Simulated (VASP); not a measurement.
Wanted: the native input for a VASP 6.6.1 run.

```
Task                   : relaxation of cell and atoms
Functional             : PBEsol
Potentials or basis    : VASP PAW PBE potentials, release 64 (Pb_d, O)
Cutoff                 : 600 eV
k mesh                 : 9 × 9 × 9
Occupations            : fermi-dirac, width 0.05 eV
Spin                   : no spin polarisation
Target pressure        : 10 GPa
Dipole correction      : no
Further INCAR settings : ALGO = Normal; EDIFF = 1e-06; IBRION = 2; EDIFFG = -0.005; NSW = 80; ISIF = 3
```

The structure of PbO2 lies in POSCAR:

```
PbO2
1.0
    0.0000000000      2.7019920000      2.7019920000
    2.7019920000      0.0000000000      2.7019920000
    2.7019920000      2.7019920000      0.0000000000
Pb O
1 2
Direct
    0.0000000000      0.0000000000      0.0000000000
    0.7500000000      0.7500000000      0.7500000000
    0.2500000000      0.2500000000      0.2500000000
```

The input as run:

INCAR

```
PREC = Accurate ; ENCUT = 600
EDIFF = 1E-6 ; ISMEAR = -1
SIGMA = 0.05 ; LREAL = F
LASPH = T ; NELM = 60
ALGO = Normal ; ISIF = 3
LWAVE = F ; LCHARG = F
GGA = PS ; IBRION = 2
NSW = 80 ; EDIFFG = -0.005
PSTRESS = 100.0
```

KPOINTS

```
Automatic mesh
0
Gamma
  9 9 9
```

Potentials or basis: VASP PAW PBE potentials, release 64 (Pb_d, O).

Launch:

```console
$ cat potpaw_PBE.64/Pb_d/POTCAR potpaw_PBE.64/O/POTCAR > POTCAR
$ mpirun -np 1 vasp_std > vasp.out
```

It gave:

The relaxed volume is 11.94 Å³/atom, the relaxed cell is a = 3.700 Å, b = 3.700 Å, c = 3.700 Å, α = 60.00°, β = 60.00°, γ = 60.00° and the space group after relaxing (to 0.1 Å) is Fm-3m (No. 225). The energy change on relaxing (the run minimises the enthalpy) is +11.5 meV/atom, the ionic steps are 6 and the pressure after relaxing is 10.0 GPa. The band gap on the k mesh is zero (bands 13 and 14 overlap by 1.38 eV).

Caveat: the cell is relaxed towards a set pressure, so the run minimises the enthalpy, not the energy; the PAW data sets were made with another functional, which shifts forces and pressure a little; spin-orbit coupling is left out, which moves the levels of the heavy elements.

Run time: 52 s on 1 thread of Intel(R) Xeon(R) 6975P-C (Granite Rapids), on a shared host, peak memory 0.2 GiB.
